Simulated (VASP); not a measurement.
# Tl in VASP: a series of runs, part 2 of 2

VASP 6.6.1. Earlier steps stand in the parts before.

**3. Single point, PBEsol**

This run uses another cell than the first one: it holds 4 atoms, not 1.

Contents of INCAR:

```
SYSTEM = Tl
ALGO     = Normal         ! electronic algorithm
EDIFF    = 1E-6           ! SCF threshold, eV
ENCUT    = 520            ! plane-wave cutoff, eV
GGA      = PS             ! functional
ISIF     = 2              ! what is computed and relaxed
ISMEAR   = 0              ! smearing method
LASPH    = .True.         ! aspherical terms in the spheres
LCHARG   = .False.        ! write CHGCAR
LREAL    = .False.        ! projectors in reciprocal space
LWAVE    = .False.        ! write WAVECAR
NBANDS   = 34             ! bands
NELM     = 100            ! most SCF steps
PREC     = Accurate       ! precision mode
SIGMA    = 0.1            ! smearing width, eV
```

Contents of KPOINTS:

```
k-points
0
Gamma
  6 6 2
  0 0 0
```

Contents of POSCAR:

```
Tl
1.0
    2.6631284177     -2.3081572620      0.0000000000
    2.6631284177      2.3081572620      0.0000000000
    0.0000000000      0.0000000000      9.2447627036
Tl
4
Direct
    0.7501525459      0.2498474541      0.1250075363
    0.7498474541      0.2501525459      0.6250075363
    0.2498474541      0.7501525459      0.8749924637
    0.2501525459      0.7498474541      0.3749924637
```

Potentials or basis: VASP PAW PBE potentials, release 64 (Tl_d).

On the command line:

```console
$ cat potpaw_PBE.64/Tl_d/POTCAR > POTCAR
$ mpirun -np 1 vasp_std > vasp.out
```

OUTCAR:

```text
SYSTEM = Tl
   EDIFF = 1E-6
   ENCUT = 520
   GGA = PS
   ISIF = 2
   ISMEAR = 0
   LASPH = .True.
   LREAL = .False.
   NELM = 100
   PREC = Accurate

 ion  position               nearest neighbor table
   1  0.750  0.250  0.125-   3 3.27   4 3.27   4 3.27   3 3.27   4 3.53   4 3.53   3 3.53   3 3.53

   2  0.750  0.250  0.625-   4 3.27   3 3.27   3 3.27   4 3.27   3 3.53   3 3.53   4 3.53   4 3.53

   3  0.250  0.750  0.875-   1 3.27   2 3.27   2 3.27   1 3.27   2 3.53   2 3.53   1 3.53   1 3.53

   4  0.250  0.750  0.375-   2 3.27   1 3.27   1 3.27   2 3.27   1 3.53   1 3.53   2 3.53   2 3.53

  LATTYP: Found a base centered orthorhombic cell.
 ALAT       =     4.6163145240
 B/A-ratio  =     1.1537898485
 C/A-ratio  =     2.0026284291

  Lattice vectors:

 A1 = (  -2.6631284177,  -2.3081572620,   0.0000000000)
 A2 = (   2.6631284177,  -2.3081572620,   0.0000000000)
 A3 = (   0.0000000000,   0.0000000000,   9.2447627036)

Analysis of symmetry for initial positions (statically):
=====================================================================
 Subroutine PRICEL returns:
 Original cell was already a primitive cell.

 Routine SETGRP: Setting up the symmetry group for a
 base centered orthorhombic supercell.

 Subroutine GETGRP returns: Found  8 space group operations
 (whereof  4 operations were pure point group operations)
 out of a pool of  8 trial point group operations.

The static configuration has the point symmetry C_2h.
 The point group associated with its full space group is D_2h.

Analysis of symmetry for dynamics (positions and initial velocities):
=====================================================================
 Subroutine PRICEL returns:
 Original cell was already a primitive cell.

 Routine SETGRP: Setting up the symmetry group for a
 base centered orthorhombic supercell.

 Subroutine GETGRP returns: Found  8 space group operations
 (whereof  4 operations were pure point group operations)
 out of a pool of  8 trial point group operations.

The dynamic configuration has the point symmetry C_2h.
 The point group associated with its full space group is D_2h.

 Subroutine INISYM returns: Found  8 space group operations
 (whereof  4 operations are pure point group operations),
 and found     1 'primitive' translations

----------------------------------------------------------------------------------------

                                     Primitive cell

  volume of cell :     113.6536

  direct lattice vectors                    reciprocal lattice vectors
     2.663128418 -2.308157262  0.000000000     0.187749114 -0.216623021  0.000000000
     2.663128418  2.308157262  0.000000000     0.187749114  0.216623021  0.000000000
     0.000000000  0.000000000  9.244762704     0.000000000  0.000000000  0.108169353

  length of vectors
     3.524179751  3.524179751  9.244762704     0.286662281  0.286662281  0.108169353

  position of ions in fractional coordinates (direct lattice)
     0.750152546  0.249847454  0.125007536
     0.749847454  0.250152546  0.625007536
     0.249847454  0.750152546  0.874992464
     0.250152546  0.749847454  0.374992464

  ion indices of the primitive-cell ions
   primitive index   ion index
                 1           1
                 2           2
                 3           3
                 4           4

----------------------------------------------------------------------------------------

 KPOINTS: k-points

Automatic generation of k-mesh.
 Grid dimensions read from file:
 generate k-points for:    6    6    2

 Generating k-lattice:

  Cartesian coordinates                     Fractional coordinates (reciprocal lattice)
     0.031291519 -0.036103837  0.000000000     0.166666667  0.000000000  0.000000000
     0.031291519  0.036103837  0.000000000     0.000000000  0.166666667  0.000000000
     0.000000000  0.000000000  0.054084676     0.000000000  0.000000000  0.500000000

  Length of vectors
     0.047777047  0.047777047  0.054084676

  Shift w.r.t. Gamma in fractional coordinates (k-lattice)
     0.000000000  0.000000000  0.000000000

 Subroutine IBZKPT returns following result:
 ===========================================

 Found     26 irreducible k-points:

 Following reciprocal coordinates:
            Coordinates               Weight
  0.000000  0.000000  0.000000      1.000000
  0.166667  0.000000  0.000000      4.000000
  0.333333 -0.000000  0.000000      4.000000
  0.500000 -0.000000  0.000000      2.000000
  0.166667  0.166667  0.000000      2.000000
  0.333333  0.166667  0.000000      4.000000
[... 16 lines left out ...]
  0.333333  0.333333  0.500000      2.000000
  0.500000  0.333333  0.500000      4.000000
 [... further k-points ...]
   k-points           NKPTS =     26   k-points in BZ     NKDIM =     26   number of bands    NBANDS=     34
   number of dos      NEDOS =    301   number of ions     NIONS =      4
   total plane-waves  NPLWV =  54880
   dimension x,y,z NGX =    28 NGY =   28 NGZ =   70
   dimension x,y,z NGXF=    56 NGYF=   56 NGZF=  140
   ions per type =               4
   NGX,Y,Z   is equivalent  to a cutoff of  13.21, 13.21, 12.59 a.u.
   NGXF,Y,Z  is equivalent  to a cutoff of  26.42, 26.42, 25.18 a.u.
 SYSTEM =  Tl
   PREC   = accura    normal or accurate (medium, high low for compatibility)
   ISTART =      0    job   : 0-new  1-cont  2-samecut
   ICHARG =      2    charge: 1-file 2-atom 10-const
   ISPIN  =      1    spin polarized calculation?
   LNONCOLLINEAR =      F non collinear calculations
   LSORBIT =      F    spin-orbit coupling
   LASPH  =      T    aspherical Exc in radial PAW
   ENCUT  =  520.0 eV  38.22 Ry    6.18 a.u.   6.55  6.55 17.19*2*pi/ulx,y,z
   NELM   =    100;   NELMIN=  2; NELMDL= -5     # of ELM steps
   EDIFF  = 0.1E-05   stopping-criterion for ELM
   LREAL  =      F    real-space projection
   EDIFFG = 0.1E-04   stopping-criterion for IOM
   NSW    =      0    number of steps for IOM
   IBRION =     -1    ionic relax: 0-MD 1-quasi-New 2-CG
   NFREE  =      0    steps in history (QN), initial steepest desc. (CG)
   ISIF   =      2    stress and relaxation
   ISYM   =      2    0-nonsym 1-usesym 2-fastsym
   POTIM  = 0.5000    time-step for ionic-motion
   TEBEG  =    0.0;   TEEND  =   0.0 temperature during run
   PSTRESS=    0.0 pullay stress
   NELECT =      52.0000    total number of electrons
   NUPDOWN=      -1.0000    fix difference up-down
   EMIN   =  10.00;   EMAX   =-10.00  energy-range for DOS
   EFERMI =   0.00;   METHOD = LEGACY
   ISMEAR =     0;   SIGMA  =   0.10  broadening in eV -4-tet -1-fermi 0-gaus
   EFERMI_NEDOS =   21; number of points for ismear=-14 and -15
   IALGO  =     38    algorithm
   IMIX   =      4    mixing-type and parameters
     AMIX     =   0.40;   BMIX     =  1.00
     AMIX_MAG =   1.60;   BMIX_MAG =  1.00
  volume/ion in A,a.u.               =      28.41       191.74
  Fermi-wavevector in a.u.,A,eV,Ry     =   1.261483  2.383858 21.651498  1.591340
  Thomas-Fermi vector in A             =   2.394940
   LORBIT       =      0    0 simple, 1 ext, 2 COOP (PROOUT), +10 PAW based schemes
   GGA     = PS    functional components
   LHFCALC =     F    Hartree Fock is set to
   AEXX    =    0.0000 exact exchange contribution
   IVDW    =     0    specifies the selected vdW correction
   LEPSILON=     F    determine dielectric tensor
   LRPA    =     F    only Hartree local field effects (RPA)
 non-spin polarized calculation
 Gauss-broadening in eV      SIGMA  =   0.10
  energy-cutoff  :      520.00
  volume of cell :      113.65
 maximum number of plane-waves:      3087
 NGX is ok and might be reduce to    28

 number of electron      51.9999998 magnetization

 Free energy of the ion-electron system (eV)
  ---------------------------------------------------
  ext. energy  EPLUGINS =         0.00000000
  ---------------------------------------------------
  free energy    TOTEN  =       -10.61439919 eV

  energy without entropy =      -10.60557976  energy(sigma->0) =      -10.60998948

 E-fermi :   6.3932     XC(G=0): -10.3973

 val. band max:        6.3417715813   @ k =  -0.1667   0.1667   0.5000
 cond. band min:       6.4389656589   @ k =  -0.3333   0.3333   0.5000
 fundamental gap:      0.0971940777
 Fermi energy:         6.3932269879

 k-point     1 :       0.0000    0.0000    0.0000
  band No.  band energies     occupation
      1      -5.4227      2.00000
      2      -5.3855      2.00000
      3      -5.3423      2.00000
      4      -5.2082      2.00000
      5      -5.2081      2.00000
      6      -5.0389      2.00000
[... 877 lines left out ...]
     33      10.5373      0.00000
     34      10.5373      0.00000

 [... further k-points ...]
[... 5 lines left out ...]
  --------------------------------------------------------------------------------------
  -------------------------------------------------------------------------------------
  Total       -0.1642756     -0.1864264      0.0440552      0.0000000      0.0000000      0.0000000
  in kB       -2.3157967     -2.6280569      0.6210472      0.0000000      0.0000000      0.0000000
  external PRESSURE =      -1.4409355 kB  Pullay stress =       0.0000000 kB

 VOLUME and BASIS-vectors are now :
 -----------------------------------------------------------------------------
  energy-cutoff  :      520.00
  volume of cell :      113.65
      direct lattice vectors                 reciprocal lattice vectors
     2.663128418 -2.308157262  0.000000000     0.187749114 -0.216623021  0.000000000
     2.663128418  2.308157262  0.000000000     0.187749114  0.216623021  0.000000000
     0.000000000  0.000000000  9.244762704     0.000000000  0.000000000  0.108169353

 POSITION                                       TOTAL-FORCE (eV/Angst)
 -----------------------------------------------------------------------------------
      2.66313     -1.15478      1.15567         0.000000      0.000840     -0.000322
      2.66313     -1.15337      5.77805         0.000000     -0.000840     -0.000322
      2.66313      1.15478      8.08910         0.000000     -0.000840      0.000322
      2.66313      1.15337      3.46672         0.000000      0.000840      0.000322
 -----------------------------------------------------------------------------------
    total drift:                               -0.000000     -0.000000      0.000000

  FREE ENERGIE OF THE ION-ELECTRON SYSTEM (eV)
  ---------------------------------------------------
  free  energy   TOTEN  =       -10.6143991939 eV

  energy  without entropy=      -10.6055797604  energy(sigma->0) =      -10.60998948
```

It took 32 s on 1 thread of Intel Xeon 6975P-C (Granite Rapids), shared host; peak memory 0.25 GiB.

Results:

```
Free energy            : -10.6144 eV
Pressure               : -0.1 GPa
Band gap on the k mesh : zero (band 26 reaches 9.61 eV, above the bottom of band 27 at 5.30 eV)
```

Levels at points of the mesh, in eV from the Fermi level:
```csv
k point,band 22,band 23,band 24,band 25,band 26,band 27,band 28,band 29,band 30,band 31
"(0.00, 0.00, 0.00)",-8.04,-8.04,-2.84,-1.34,3.21,4.05,5.59,5.59,5.90,5.90
"(0.50, 0.00, 0.00)",-6.54,-5.22,-5.22,-2.89,-2.89,1.76,1.76,2.90,2.90,6.56
"(0.50, 0.50, 0.00)",-3.92,-3.92,-2.82,-2.58,-1.32,-0.14,-0.14,1.23,1.24,2.22
"(0.00, 0.00, 0.50)",-9.56,-5.55,-5.55,1.95,1.95,3.94,3.94,4.65,4.65,7.68
"(0.50, 0.00, 0.50)",-6.05,-6.05,-6.05,-1.10,-1.10,-1.10,-1.10,5.89,5.89,5.89
"(0.50, 0.50, 0.50)",-4.62,-3.13,-3.13,-1.92,-1.92,-0.62,-0.62,2.24,2.24,2.29
```

Caveat: the PAW data sets were made with another functional, which shifts forces and pressure a little; spin-orbit coupling is left out, which moves the levels of the heavy elements.

**4. Relaxation of cell and atoms, PBEsol**

This run uses another cell than the first one, of 28.41 Å³/atom, 0.909 times its volume.

Contents of INCAR:

```
  PREC = Accurate
  ENCUT = 600
  EDIFF = 1E-7
  ISMEAR = 0
  SIGMA = 0.1
  LREAL = False
  LASPH = True
  NELM = 100
  ALGO = Normal
  ISIF = 3
  LWAVE = False
  LCHARG = False
  GGA = PS
  IBRION = 2
  NSW = 100
  EDIFFG = -0.01
```

Contents of KPOINTS:

```
regular mesh
0
Gamma
  24 24 24
```

Contents of POSCAR:

```
Tl
1.0
   -1.6331864779      1.6331864779      2.6631284177
    1.6331864779     -1.6331864779      2.6631284177
    1.6331864779      1.6331864779     -2.6631284177
Tl
1
Direct
    0.5000000000      0.5000000000      0.0000000000
```

Potentials or basis: VASP PAW PBE potentials, release 64 (Tl_d).

On the command line:

```console
$ cat potpaw_PBE.64/Tl_d/POTCAR > POTCAR
$ mpirun -np 1 vasp_std > vasp.out
```

OUTCAR:

```text
PREC = Accurate
   ENCUT = 600
   EDIFF = 1E-7
   ISMEAR = 0
   LREAL = False
   LASPH = True
   NELM = 100
   ISIF = 3
   GGA = PS
   IBRION = 2
   NSW = 100
   EDIFFG = -0.01

 ion  position               nearest neighbor table
   1  0.500  0.500  0.000-

  LATTYP: Found a body centered tetragonal cell.
 ALAT       =     3.2663729558
 C/A-ratio  =     1.6306333990

  Lattice vectors:

 A1 = (  -1.6331864779,   1.6331864779,   2.6631284177)
 A2 = (   1.6331864779,  -1.6331864779,   2.6631284177)
 A3 = (   1.6331864779,   1.6331864779,  -2.6631284177)

Analysis of symmetry for initial positions (statically):
=====================================================================
[... 355 lines left out ...]

  energy without entropy =       -2.61554836  energy(sigma->0) =       -2.61677764

 E-fermi :   6.4140     XC(G=0): -10.4150

 val. band max:        6.4138168764   @ k =   0.2917   0.2500   0.0833
 cond. band min:       6.4192293824   @ k =  -0.2500  -0.4167   0.1667
 fundamental gap:      0.0054125060
 Fermi energy:         6.4140297677

 k-point     1 :       0.0000    0.0000    0.0000
  band No.  band energies     occupation
      1      -5.1447      2.00000
      2      -5.0392      2.00000
      3      -5.0392      2.00000
      4      -4.8394      2.00000
      5      -4.7408      2.00000
      6      -3.6503      2.00000
      7      16.8122      0.00000
      8      16.8122      0.00000
      9      16.9319      0.00000
     10      17.4497      0.00000
[... 287 lines left out ...]
 k-point    24 :       0.4583    0.0417   -0.0000
  band No.  band energies     occupation
      1      -5.2863      2.00000
      2      -5.0997      2.00000
      3      -5.0200      2.00000
      4      -4.5627      2.00000
      5      -4.5230      2.00000
      6       1.0274      2.00000
      7       3.7414      2.00000
      8      14.1373      0.00000
      9      14.8617      0.00000
     10      16.8211      0.00000

 [... further k-points ...]
[... 5 lines left out ...]
  --------------------------------------------------------------------------------------
  -------------------------------------------------------------------------------------
  Total       -0.0089661     -0.0089661     -0.0003848      0.0000000     -0.0000000      0.0000000
  in kB       -0.5071001     -0.5071001     -0.0217651      0.0000000     -0.0000000      0.0000000
  external PRESSURE =      -0.3453218 kB  Pullay stress =       0.0000000 kB
[... 16 lines left out ...]
  FREE ENERGIE OF THE ION-ELECTRON SYSTEM (eV)
  ---------------------------------------------------
  free  energy   TOTEN  =        -2.6180069231 eV

  energy  without entropy=       -2.6155483562  energy(sigma->0) =       -2.61677764

 reached required accuracy - stopping structural energy minimisation
```

CONTCAR:

```text
Tl
   1.00000000000000
    -1.6849218683732878    1.6849218683732878    2.4945932526557097
     1.6849218683732878   -1.6849218683732878    2.4945932526557097
     1.6849218683732878    1.6849218683732878   -2.4945932526557097
  Tl
     1
Direct
     0.5000000000000000    0.5000000000000000    0.0000000000000000

  0.00000000E+00  0.00000000E+00  0.00000000E+00
```

Wall time 24 min (1 thread of Intel Xeon 6975P-C (Granite Rapids), shared host); peak memory 0.52 GiB.

What came out:

* Free energy: -2.6180 eV
* Relaxed volume: 28.33 Å³/atom
* Relaxed cell: a = 3.450 Å, b = 3.450 Å, c = 3.450 Å, α = 121.53°, β = 121.53°, γ = 87.37°
* Space group after relaxing (to 0.05 Å): I4/mmm (No. 139)
* Energy gained by relaxing: 5.0 meV/atom
* Ionic steps: 10
* Pressure after relaxing: 0.0 GPa

The path:
| step | energy change (eV) | largest force (eV/Å) | pressure (GPa) | volume (Å³) |
| --- | --- | --- | --- | --- |
| 1 | 0.0000 | 0.0000 | 0.06 | 28.41 |
| 2 | -0.0008 | 0.0000 | -0.02 | 28.45 |
| 3 | -0.0029 | 0.0000 | -0.23 | 28.57 |
| 4 | -0.0039 | 0.0000 | -0.58 | 28.77 |
| 5 | -0.0046 | 0.0000 | -0.36 | 28.60 |
| 6 | -0.0049 | 0.0000 | -0.16 | 28.43 |
| 7 | -0.0046 | 0.0000 | 0.27 | 28.10 |
| 8 | -0.0050 | 0.0000 | -0.07 | 28.35 |
| 9 | -0.0050 | 0.0000 | -0.05 | 28.34 |
| 10 | -0.0050 | 0.0000 | -0.03 | 28.33 |

Final structure:
```
Tl
1.0
    -1.68492    1.68492    2.49459
     1.68492   -1.68492    2.49459
     1.68492    1.68492   -2.49459
Tl
1
Direct
  0.50000 0.50000 0.00000
```

Caveat: the PAW data sets were made with another functional, which shifts forces and pressure a little; spin-orbit coupling is left out, which moves the levels of the heavy elements.

**5. Summary**

| task | cell | k mesh | cutoff (eV) | gap on the mesh (eV) | pressure (GPa) |
| --- | --- | --- | --- | --- | --- |
| single point | a = 3.583 Å, angles 122.4, 122.4, 85.8°, 1 atom | 8 × 8 × 8 | 520 | none | -2.9 |
| single point | a = 3.524, b = 3.524, c = 9.245 Å, angles 90.0, 90.0, 81.8°, 4 atoms | 6 × 6 × 2 | 520 | none | -0.1 |
| relaxation of cell and atoms | relaxed from a = 3.525 Å, angles 124.8, 124.8, 81.9°, 1 atom | 24 × 24 × 24 | 600 | none | 0.0 |

Alike in all rows: level PBEsol; potentials or basis VASP PAW PBE potentials, release 64 (Tl_d); no spin polarisation; smearing gaussian 0.1 eV.

Caveats: the PAW data sets were made with another functional, which shifts forces and pressure a little; spin-orbit coupling is left out, which moves the levels of the heavy elements.

Absolute energies hang on the potentials; compare differences alone.
